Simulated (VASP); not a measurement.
Here is a VASP 6.6.1 calculation.

Contents of INCAR:

```
ALGO = Normal
EDIFF = 1E-6
ENCUT = 520
GGA = PE
ISIF = 2
ISMEAR = -1
LASPH = True
LCHARG = False
LREAL = False
LWAVE = False
NBANDS = 42
NELM = 100
PREC = Accurate
SIGMA = 0.02
```

The input KPOINTS:

```
k-points
0
Gamma
  12 12 10
```

The input POSCAR:

```
TaN
1.0
    1.4689994292      2.5443816477      2.8830000000
   -1.4689994292     -2.5443816477      2.8830000000
    4.4069982876     -2.5443816477      0.0000000000
Ta N
4 4
Direct
    0.7500000000      0.7500000000      0.3333333333
    0.5000000000      0.0000000000      0.8333333333
    0.0000000000      0.5000000000      0.8333333333
    0.2500000000      0.2500000000      0.3333333333
    0.5000000000      0.5000000000      0.0000000000
    0.2500000000      0.7500000000      0.5000000000
    0.7500000000      0.2500000000      0.5000000000
    0.0000000000      0.0000000000      0.0000000000
```

Potentials or basis: VASP PAW PBE potentials, release 64 (Ta_pv, N).

Launch:

```sh
$ cat potpaw_PBE.64/Ta_pv/POTCAR potpaw_PBE.64/N/POTCAR > POTCAR
$ mpirun -np 1 vasp_std > vasp.out
```

(1) What does it give for the pressure?

(2) What does it give for the band gap on the k mesh?

Answers

(1) 5.4 GPa.

(2) zero (bands 32 and 33 overlap by 0.32 eV).

Caveat: the cell stands under pressure; spin-orbit coupling is left out, which moves the levels of the heavy elements.
